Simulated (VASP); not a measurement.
Here is a VASP 6.6.1 calculation.

INCAR

```
SYSTEM = Pb
PREC = Accurate
ENCUT = 520
EDIFF = 1E-6
ISMEAR = -1
SIGMA = 0.1
LREAL = .False.
LASPH = .True.
NELM = 100
ALGO = Normal
ISIF = 2
LWAVE = .False.
LCHARG = .True.
GGA = PE
LELF = .True.
LVHAR = .True.
NBANDS = 13
```

The input KPOINTS:

```
regular mesh
0
Gamma
  18 18 18
  0 0 0
```

POSCAR

```
Pb
1.0
    0.0000000000      2.5830149050      2.5830149050
    2.5830149050      0.0000000000      2.5830149050
    2.5830149050      2.5830149050      0.0000000000
Pb
1
Direct
    0.0000000000      0.0000000000      0.0000000000
```

Potentials or basis: VASP PAW PBE potentials, release 64 (Pb_d).

The run is started by

```bash
$ cat potpaw_PBE.64/Pb_d/POTCAR > POTCAR
$ mpirun -np 1 vasp_std > vasp.out
```

Task: Estimate the pressure.

Result: -2.5 GPa.

Task: Estimate the band gap on the k mesh.

Result: Zero (band 7 reaches 12.38 eV, above the bottom of band 8 at 4.65 eV).

Caveat: spin-orbit coupling is left out, which moves the levels of the heavy elements.
